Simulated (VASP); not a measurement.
# V2Ir (Fd-3m) in VASP: further runs

The runs below take V2Ir through single point, relaxation of cell and atoms, with PBE.

All numbers are computed with VASP 6.6.1; they aren't measurements. Logs are shortened: lines on timing, memory, paths and dates and some standing lists are left out, and cuts for length are marked.

## 1. The cell of the first run

It takes space group Fd-3m (No. 227, cubic). Conventional cell: a = 6.815 Å, b = 6.815 Å, c = 6.815 Å, α = 90.00°, β = 90.00°, γ = 90.00°. V (site symmetry -3m) has 6 V at 2.41 Å and 6 Ir at 2.83 Å within 3.2 Å. Within 3.7 Å of Ir (site symmetry -43m) lie 12 V at 2.83 Å and 4 Ir at 2.95 Å.

## 2. Single point, PBE, collinear spin, ferromagnetic start

The input, INCAR:

```
ALGO = Normal
EDIFF = 1E-6
ENCUT = 520
GGA = PE
ISIF = 2
ISMEAR = 0
ISPIN = 2
LASPH = T
LCHARG = F
LMAXMIX = 4
LORBIT = 11
LREAL = F
LWAVE = F
MAGMOM = 2 2 2 2 0 0
NBANDS = 48
NELM = 150
PREC = Accurate
SIGMA = 0.1
```

The input, KPOINTS:

```
k-points
0
Gamma
  4 4 4
```

The input, POSCAR:

```
V2Ir
1.0
    0.0000000000      3.4072559389      3.4072559389
    3.4072559389      0.0000000000      3.4072559389
    3.4072559389      3.4072559389      0.0000000000
V Ir
4 2
Direct
    0.6250000000      0.6250000000      0.6250000000
    0.1250000000      0.6250000000      0.6250000000
    0.6250000000      0.6250000000      0.1250000000
    0.6250000000      0.1250000000      0.6250000000
    0.0000000000      0.0000000000      0.0000000000
    0.2500000000      0.2500000000      0.2500000000
```

Potentials or basis: VASP PAW PBE potentials, release 64 (V_sv, Ir).

On the command line:

```sh
cat potpaw_PBE.64/V_sv/POTCAR potpaw_PBE.64/Ir/POTCAR > POTCAR
mpirun -np 1 vasp_std > vasp.out
```

OUTCAR:

```text
EDIFF = 1E-6
   ENCUT = 520
   GGA = PE
   ISIF = 2
   ISMEAR = 0
   ISPIN = 2
   LASPH = T
   LORBIT = 11
   LREAL = F
   NELM = 150
   PREC = Accurate

 ion  position               nearest neighbor table
   1  0.625  0.625  0.625-   2 2.41   3 2.41   4 2.41   3 2.41   4 2.41   2 2.41   6 2.83   5 2.83
                             6 2.83   5 2.83   6 2.83   5 2.83
   2  0.125  0.625  0.625-   1 2.41   3 2.41   4 2.41   1 2.41   3 2.41   4 2.41   5 2.83   6 2.83
                             5 2.83   5 2.83   6 2.83   6 2.83
   3  0.625  0.625  0.125-   1 2.41   1 2.41   2 2.41   4 2.41   4 2.41   2 2.41   6 2.83   5 2.83
                             6 2.83   5 2.83   6 2.83   5 2.83
   4  0.625  0.125  0.625-   1 2.41   3 2.41   1 2.41   2 2.41   3 2.41   2 2.41   5 2.83   6 2.83
                             5 2.83   6 2.83   6 2.83   5 2.83
   5  0.000  0.000  0.000-   1 2.83   3 2.83   4 2.83   1 2.83   2 2.83   3 2.83   1 2.83   2 2.83
                             4 2.83   2 2.83   3 2.83   4 2.83   6 2.95   6 2.95   6 2.95   6 2.95
   6  0.250  0.250  0.250-   2 2.83   3 2.83   4 2.83   1 2.83   2 2.83   4 2.83   1 2.83   2 2.83
                             3 2.83   1 2.83   3 2.83   4 2.83   5 2.95   5 2.95   5 2.95   5 2.95

  LATTYP: Found a face centered cubic cell.
 ALAT       =     6.8145118778

  Lattice vectors:

 A1 = (   0.0000000000,   3.4072559389,   3.4072559389)
 A2 = (   3.4072559389,   0.0000000000,   3.4072559389)
 A3 = (   3.4072559389,   3.4072559389,   0.0000000000)

Analysis of symmetry for initial positions (statically):
=====================================================================
 Subroutine PRICEL returns:
 Original cell was already a primitive cell.

 Routine SETGRP: Setting up the symmetry group for a
 face centered cubic supercell.

 Subroutine GETGRP returns: Found 48 space group operations
 (whereof 24 operations were pure point group operations)
 out of a pool of 48 trial point group operations.

The static configuration has the point symmetry T_d .
 The point group associated with its full space group is O_h .

Analysis of symmetry for dynamics (positions and initial velocities):
=====================================================================
 Subroutine PRICEL returns:
 Original cell was already a primitive cell.

 Routine SETGRP: Setting up the symmetry group for a
 face centered cubic supercell.

 Subroutine GETGRP returns: Found 48 space group operations
 (whereof 24 operations were pure point group operations)
 out of a pool of 48 trial point group operations.

The dynamic configuration has the point symmetry T_d .
 The point group associated with its full space group is O_h .

Analysis of structural, dynamic, and magnetic symmetry:
=====================================================================
 Subroutine PRICEL returns:
 Original cell was already a primitive cell.

 Routine SETGRP: Setting up the symmetry group for a
 face centered cubic supercell.

 Subroutine GETGRP returns: Found 48 space group operations
 (whereof 24 operations were pure point group operations)
 out of a pool of 48 trial point group operations.

The overall configuration has the point symmetry T_d .
 The point group associated with its full space group is O_h .

 Subroutine INISYM returns: Found 48 space group operations
 (whereof 24 operations are pure point group operations),
 and found     1 'primitive' translations

----------------------------------------------------------------------------------------

                                     Primitive cell

  volume of cell :      79.1123

  direct lattice vectors                    reciprocal lattice vectors
     0.000000000  3.407255939  3.407255939    -0.146745654  0.146745654  0.146745654
     3.407255939  0.000000000  3.407255939     0.146745654 -0.146745654  0.146745654
     3.407255939  3.407255939  0.000000000     0.146745654  0.146745654 -0.146745654

  length of vectors
     4.818587559  4.818587559  4.818587559     0.254170928  0.254170928  0.254170928

  position of ions in fractional coordinates (direct lattice)
     0.625000000  0.625000000  0.625000000
     0.125000000  0.625000000  0.625000000
     0.625000000  0.625000000  0.125000000
     0.625000000  0.125000000  0.625000000
     0.000000000  0.000000000  0.000000000
     0.250000000  0.250000000  0.250000000

  ion indices of the primitive-cell ions
   primitive index   ion index
                 1           1
                 2           2
                 3           3
                 4           4
                 5           5
                 6           6

----------------------------------------------------------------------------------------

 KPOINTS: k-points

Automatic generation of k-mesh.
 Grid dimensions read from file:
 generate k-points for:    4    4    4

 Generating k-lattice:

  Cartesian coordinates                     Fractional coordinates (reciprocal lattice)
    -0.036686413  0.036686413  0.036686413     0.250000000  0.000000000  0.000000000
     0.036686413 -0.036686413  0.036686413     0.000000000  0.250000000  0.000000000
     0.036686413  0.036686413 -0.036686413     0.000000000  0.000000000  0.250000000

  Length of vectors
     0.063542732  0.063542732  0.063542732

  Shift w.r.t. Gamma in fractional coordinates (k-lattice)
     0.000000000  0.000000000  0.000000000

 Subroutine IBZKPT returns following result:
 ===========================================

 Found      8 irreducible k-points:

 Following reciprocal coordinates:
            Coordinates               Weight
  0.000000  0.000000  0.000000      1.000000
  0.250000  0.000000  0.000000      8.000000
  0.500000  0.000000  0.000000      4.000000
  0.250000  0.250000  0.000000      6.000000
  0.500000  0.250000  0.000000     24.000000
 -0.250000  0.250000  0.000000     12.000000
  0.500000  0.500000  0.000000      3.000000
 -0.250000  0.500000  0.250000      6.000000
   k-points           NKPTS =      8   k-points in BZ     NKDIM =      8   number of bands    NBANDS=     48
   number of dos      NEDOS =    301   number of ions     NIONS =      6
   total plane-waves  NPLWV =  46656
   dimension x,y,z NGX =    36 NGY =   36 NGZ =   36
   dimension x,y,z NGXF=    72 NGYF=   72 NGZF=   72
   ions per type =               4   2
   NGX,Y,Z   is equivalent  to a cutoff of  12.42, 12.42, 12.42 a.u.
   NGXF,Y,Z  is equivalent  to a cutoff of  24.84, 24.84, 24.84 a.u.
 SYSTEM =  unknown system
   PREC   = accura    normal or accurate (medium, high low for compatibility)
   ISTART =      0    job   : 0-new  1-cont  2-samecut
   ICHARG =      2    charge: 1-file 2-atom 10-const
   ISPIN  =      2    spin polarized calculation?
   LNONCOLLINEAR =      F non collinear calculations
   LSORBIT =      F    spin-orbit coupling
   LASPH  =      T    aspherical Exc in radial PAW
   ENCUT  =  520.0 eV  38.22 Ry    6.18 a.u.   8.96  8.96  8.96*2*pi/ulx,y,z
   NELM   =    150;   NELMIN=  2; NELMDL= -5     # of ELM steps
   EDIFF  = 0.1E-05   stopping-criterion for ELM
   LREAL  =      F    real-space projection
[... 7 lines left out ...]
   TEBEG  =    0.0;   TEEND  =   0.0 temperature during run
   PSTRESS=    0.0 pullay stress
   NELECT =      70.0000    total number of electrons
   NUPDOWN=      -1.0000    fix difference up-down
   EMIN   =  10.00;   EMAX   =-10.00  energy-range for DOS
   EFERMI =   0.00;   METHOD = LEGACY
   ISMEAR =     0;   SIGMA  =   0.10  broadening in eV -4-tet -1-fermi 0-gaus
   EFERMI_NEDOS =   21; number of points for ismear=-14 and -15
   IALGO  =     38    algorithm
   IMIX   =      4    mixing-type and parameters
     AMIX     =   0.40;   BMIX     =  1.00
     AMIX_MAG =   1.60;   BMIX_MAG =  1.00
  volume/ion in A,a.u.               =      13.19        88.98
  Fermi-wavevector in a.u.,A,eV,Ry     =   1.571663  2.970012 33.608084  2.470125
  Thomas-Fermi vector in A             =   2.673213
   LORBIT       =     11    0 simple, 1 ext, 2 COOP (PROOUT), +10 PAW based schemes
   GGA     = PE    functional components
   LHFCALC =     F    Hartree Fock is set to
   AEXX    =    0.0000 exact exchange contribution
   IVDW    =     0    specifies the selected vdW correction
   LEPSILON=     F    determine dielectric tensor
   LRPA    =     F    only Hartree local field effects (RPA)
 spin polarized calculation
 Gauss-broadening in eV      SIGMA  =   0.10
  energy-cutoff  :      520.00
  volume of cell :       79.11
 maximum number of plane-waves:      2148
   NGX = 17   NGY = 17   NGZ = 17

 number of electron      70.0000030 magnetization       0.0048765

 Free energy of the ion-electron system (eV)
  ---------------------------------------------------
  ext. energy  EPLUGINS =         0.00000000
  ---------------------------------------------------
  free energy    TOTEN  =       -55.47222340 eV

  energy without entropy =      -55.44142879  energy(sigma->0) =      -55.45682609

 E-fermi :  10.2913     XC(G=0): -13.4868

 val. band max:       10.2416654303   @ k =   0.5000   0.0000   0.0000
 cond. band min:      10.2916602725   @ k =  -0.2500   0.2500   0.0000
 fundamental gap:      0.0499948422
 Fermi energy:        10.2912565514

 spin component 1

 k-point     1 :       0.0000    0.0000    0.0000
  band No.  band energies     occupation
      1     -53.7520      1.00000
      2     -53.3732      1.00000
      3     -53.3732      1.00000
      4     -53.3732      1.00000
      5     -28.5490      1.00000
      6     -27.8549      1.00000
[... 39 lines left out ...]
     46      14.9063      0.00000
     47      14.9063      0.00000

 k-point     2 :       0.2500    0.0000    0.0000
  band No.  band energies     occupation
      1     -53.7132      1.00000
      2     -53.4142      1.00000
      3     -53.3734      1.00000
      4     -53.3734      1.00000
      5     -28.3976      1.00000
      6     -27.7966      1.00000
[... 292 lines left out ...]
 k-point     8 :      -0.2500    0.5000    0.2500
  band No.  band energies     occupation
      1     -53.5654      1.00000
      2     -53.5654      1.00000
      3     -53.3739      1.00000
      4     -53.3739      1.00000
      5     -27.8789      1.00000
      6     -27.8789      1.00000
[... 39 lines left out ...]
     46      13.0211      0.00000
     47      13.5447      0.00000
 Fermi energy:        10.2912565514

 spin component 2

 k-point     1 :       0.0000    0.0000    0.0000
  band No.  band energies     occupation
      1     -53.7510      1.00000
      2     -53.3722      1.00000
      3     -53.3722      1.00000
      4     -53.3722      1.00000
      5     -28.5476      1.00000
      6     -27.8540      1.00000
[... 39 lines left out ...]
     46      14.9071      0.00000
     47      14.9071      0.00000

 k-point     2 :       0.2500    0.0000    0.0000
  band No.  band energies     occupation
      1     -53.7122      1.00000
      2     -53.4132      1.00000
      3     -53.3724      1.00000
      4     -53.3724      1.00000
      5     -28.3963      1.00000
      6     -27.7956      1.00000
[... 292 lines left out ...]
 k-point     8 :      -0.2500    0.5000    0.2500
  band No.  band energies     occupation
      1     -53.5644      1.00000
      2     -53.5644      1.00000
      3     -53.3729      1.00000
      4     -53.3729      1.00000
      5     -27.8777      1.00000
      6     -27.8777      1.00000
[... 39 lines left out ...]
     46      13.0218      0.00000
     47      13.5455      0.00000
 [bands above 47 left out]

------------------------ aborting loop because EDIFF is reached ----------------------------------------

  FORCE on cell =-STRESS in cart. coord.  units (eV):
  Direction    XX          YY          ZZ          XY          YZ          ZX
  --------------------------------------------------------------------------------------
  -------------------------------------------------------------------------------------
  Total        2.0999258      2.0999258      2.0999258      0.0000000     -0.0000000      0.0000000
  in kB       42.5275404     42.5275404     42.5275404      0.0000000     -0.0000000      0.0000000
  external PRESSURE =      42.5275404 kB  Pullay stress =       0.0000000 kB

 VOLUME and BASIS-vectors are now :
 -----------------------------------------------------------------------------
  energy-cutoff  :      520.00
  volume of cell :       79.11
      direct lattice vectors                 reciprocal lattice vectors
     0.000000000  3.407255939  3.407255939    -0.146745654  0.146745654  0.146745654
     3.407255939  0.000000000  3.407255939     0.146745654 -0.146745654  0.146745654
     3.407255939  3.407255939  0.000000000     0.146745654  0.146745654 -0.146745654

 POSITION                                       TOTAL-FORCE (eV/Angst)
 -----------------------------------------------------------------------------------
      4.25907      4.25907      4.25907         0.000000      0.000000      0.000000
      4.25907      2.55544      2.55544         0.000000      0.000000      0.000000
      2.55544      2.55544      4.25907         0.000000      0.000000      0.000000
      2.55544      4.25907      2.55544         0.000000      0.000000      0.000000
      0.00000      0.00000      0.00000         0.000000     -0.000000     -0.000000
      1.70363      1.70363      1.70363        -0.000000      0.000000     -0.000000
 -----------------------------------------------------------------------------------
    total drift:                                0.000000      0.000000      0.000000

  FREE ENERGIE OF THE ION-ELECTRON SYSTEM (eV)
  ---------------------------------------------------
  free  energy   TOTEN  =       -55.4722233968 eV

  energy  without entropy=      -55.4414287894  energy(sigma->0) =      -55.45682609

 total charge

# of ion       s       p       d       tot
------------------------------------------
    1        2.357   6.252   3.246  11.855
    2        2.357   6.252   3.246  11.855
    3        2.357   6.252   3.246  11.855
    4        2.357   6.252   3.246  11.855
    5        0.669   0.659   6.893   8.222
    6        0.669   0.659   6.893   8.222
--------------------------------------------------
tot         10.768  26.325  26.772  63.865

 magnetization (x)

# of ion       s       p       d       tot
------------------------------------------
    1        0.000   0.000   0.001   0.001
    2        0.000   0.000   0.001   0.001
    3        0.000   0.000   0.001   0.001
    4        0.000   0.000   0.001   0.001
    5       -0.000   0.000  -0.000  -0.000
    6       -0.000   0.000  -0.000  -0.000
--------------------------------------------------
tot          0.000   0.001   0.003   0.004
```

Run time: 50 s. Hardware: 1 thread of AMD EPYC 9R45 (Zen 5), shared host; peak memory 0.23 GiB.

Results:

```
Free energy                                           : -55.4722 eV
Pressure                                              : 4.3 GPa
Band gap on the k mesh                                : zero (filled and empty bands overlap)
Net moment                                            : 0.00 μB per cell
Valence electrons inside the program's atomic spheres : V 11.86; Ir 8.22
```

Caveat: the k points lie up to 0.40 Å⁻¹ apart, too coarse for converged energies and pressures of a metal; the moments typed at the start vanished in this run; spin-orbit coupling is left out, which moves the levels of the heavy elements.

## 3. Single point, PBE

This run uses another cell than the first one, of 13.38 Å³/atom.

The input, INCAR:

```
SYSTEM = V2Ir
PREC = Accurate
ENCUT = 520
EDIFF = 1E-6
ISMEAR = 0
SIGMA = 0.1
LREAL = .False.
LASPH = .True.
NELM = 60
ALGO = Fast
ISIF = 2
LWAVE = .False.
LCHARG = .False.
GGA = PE
NBANDS = 44
```

The input, KPOINTS:

```
regular mesh
0
Gamma
  10 10 10
  0 0 0
```

POSCAR, as its differences from that of step 2:

```diff
@@ -2,5 +2,5 @@
 1.0
-    0.0000000000      3.4072559389      3.4072559389
-    3.4072559389      0.0000000000      3.4072559389
-    3.4072559389      3.4072559389      0.0000000000
+    0.0000000000      3.4240164403      3.4240164403
+    3.4240164403      0.0000000000      3.4240164403
+    3.4240164403      3.4240164403      0.0000000000
 V Ir
```

Potentials or basis: VASP PAW PBE potentials, release 64 (V_sv, Ir).

On the command line:

```sh
cat potpaw_PBE.64/V_sv/POTCAR potpaw_PBE.64/Ir/POTCAR > POTCAR
mpirun -np 1 vasp_std > vasp.out
```

Wall time 1.8 min (1 thread of AMD EPYC 9R45 (Zen 5), shared host); peak memory 0.27 GiB.

It converged, with:

| Quantity | Value |
| --- | --- |
| Free energy | -55.4974 eV |
| Pressure | 0.3 GPa |
| Band gap on the k mesh | zero (bands 35 and 36 overlap by 0.77 eV) |

Levels at points of the mesh, in eV from the Fermi level:
```csv
k point,band 31,band 32,band 33,band 34,band 35,band 36,band 37,band 38,band 39,band 40
"(0.00, 0.00, 0.00)",-2.06,-0.50,-0.50,-0.50,-0.39,-0.39,2.10,2.10,2.10,2.57
"(0.50, 0.00, 0.00)",-1.32,-1.01,-0.83,-0.83,-0.09,0.72,0.72,1.04,1.04,1.19
"(0.50, 0.50, 0.00)",-0.91,-0.91,-0.56,-0.56,0.08,0.08,1.13,1.13,1.49,1.49
```

Caveat: spin-orbit coupling is left out, which moves the levels of the heavy elements.

## 4. Relaxation of cell and atoms, PBE

The input, INCAR:

```
  PREC = Accurate
  ENCUT = 600
  EDIFF = 1E-7
  ISMEAR = 0
  SIGMA = 0.1
  LREAL = F
  LASPH = T
  NELM = 60
  ALGO = Fast
  ISIF = 3
  LWAVE = F
  LCHARG = F
  GGA = PE
  IBRION = 2
  NSW = 100
  EDIFFG = -0.01
```

The input, KPOINTS:

```
Automatic mesh
0
Gamma
  10 10 10
```

POSCAR, as its differences from that of step 3:

```diff
@@ -2,5 +2,5 @@
 1.0
-    0.0000000000      3.4240164403      3.4240164403
-    3.4240164403      0.0000000000      3.4240164403
-    3.4240164403      3.4240164403      0.0000000000
+    0.0000000000      3.4072559389      3.4072559389
+    3.4072559389      0.0000000000      3.4072559389
+    3.4072559389      3.4072559389      0.0000000000
 V Ir
```

On the command line:

```sh
cat potpaw_PBE.64/V_sv/POTCAR potpaw_PBE.64/Ir/POTCAR > POTCAR
mpirun -np 1 vasp_std > vasp.out
```

It took 6.2 min on 1 thread of AMD EPYC 9R45 (Zen 5), shared host; peak memory 0.32 GiB.

It converged, with:

```
Free energy                           : -55.4968 eV
Relaxed volume                        : 13.40 Å³/atom
Relaxed cell                          : a = 4.845 Å, b = 4.845 Å, c = 4.845 Å, α = 60.00°, β = 60.00°, γ = 60.00°
Space group after relaxing (to 0.1 Å) : Fd-3m (No. 227)
Energy gained by relaxing             : 2.6 meV/atom
Ionic steps                           : 3
Pressure after relaxing               : 0.0 GPa
Band gap on the k mesh                : zero (bands 35 and 36 overlap by 0.77 eV)
```

Step by step:
| step | energy change (eV) | largest force (eV/Å) | pressure (GPa) | volume (Å³) |
| --- | --- | --- | --- | --- |
| 1 | 0.0000 | 0.0000 | 3.92 | 79.11 |
| 2 | 0.0383 | 0.0000 | -6.73 | 82.87 |
| 3 | -0.0153 | 0.0000 | -0.03 | 80.40 |

Final structure:
```xyz
6
Lattice="0.0000 3.4256 3.4256 3.4256 0.0000 3.4256 3.4256 3.4256 0.0000" Properties=species:S:1:pos:R:3 pbc="T T T"
V     4.2820    4.2820    4.2820
V     4.2820    2.5692    2.5692
V     2.5692    2.5692    4.2820
V     2.5692    4.2820    2.5692
Ir    0.0000    0.0000    0.0000
Ir    1.7128    1.7128    1.7128
```

Levels at points of the mesh, in eV from the Fermi level:
```csv
k point,band 33,band 34,band 35,band 36,band 37,band 38
"(0.00, 0.00, 0.00)",-0.50,-0.50,-0.39,-0.39,2.10,2.10
"(0.50, 0.00, 0.00)",-0.82,-0.82,-0.09,0.72,0.72,1.04
"(0.50, 0.50, 0.00)",-0.56,-0.56,0.08,0.08,1.13,1.13
```

Caveat: spin-orbit coupling is left out, which moves the levels of the heavy elements.

## 5. Summary

| task | spin | cell | k mesh | cutoff (eV) | gap on the mesh (eV) | pressure (GPa) |
| --- | --- | --- | --- | --- | --- | --- |
| single point | collinear, ferromagnetic start | a = 4.819 Å, angles 60.0°, 6 atoms | 4 × 4 × 4 | 520 | none | 4.3 |
| single point | off | a = 4.842 Å, angles 60.0°, 6 atoms | 10 × 10 × 10 | 520 | none | 0.3 |
| relaxation of cell and atoms | off | relaxed from a = 4.819 Å, angles 60.0°, 6 atoms | 10 × 10 × 10 | 600 | none | 0.0 |

Alike in all rows: level PBE; potentials or basis VASP PAW PBE potentials, release 64 (V_sv, Ir); smearing gaussian 0.1 eV.

Caveats: some runs use coarse meshes; spin-orbit coupling is left out, which moves the levels of the heavy elements; the moments typed at the start vanished in this run (at least some runs).

Absolute energies hang on the potentials; compare differences alone.

The gap in the log of VASP goes by the Fermi energy; the results here count the filled bands.